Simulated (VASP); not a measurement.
Input of a VASP 6.6.1 run:

INCAR

```
PREC = Accurate ; ENCUT = 600
EDIFF = 1E-6 ; ISMEAR = -1
SIGMA = 0.1 ; LREAL = F
LASPH = T ; NELM = 60
ALGO = Normal ; ISIF = 3
LWAVE = F ; LCHARG = F
GGA = PS ; IBRION = 2
NSW = 60 ; EDIFFG = -0.005
```

Contents of KPOINTS:

```
regular mesh
0
Gamma
  12 12 12
```

Contents of POSCAR:

```
Zr
1.0
    0.0000000000      3.0396135098      3.0396135098
    3.0396135098      0.0000000000      3.0396135098
    3.0396135098      3.0396135098      0.0000000000
Zr
2
Direct
   -0.1250000000     -0.1250000000     -0.1250000000
    0.1250000000      0.1250000000      0.1250000000
```

Potentials or basis: VASP PAW PBE potentials, release 64 (Zr_sv).

Launch:

```console
$ cat potpaw_PBE.64/Zr_sv/POTCAR > POTCAR
$ mpirun -np 1 vasp_std > vasp.out
```

(1) Predict the space group after relaxing (to 0.05 Å).

(2) What does it give for the relaxed volume?

## Answers

(1) Fd-3m (No. 227).

(2) 29.07 Å³/atom.

Caveat: the PAW data sets were made with another functional, which shifts forces and pressure a little.
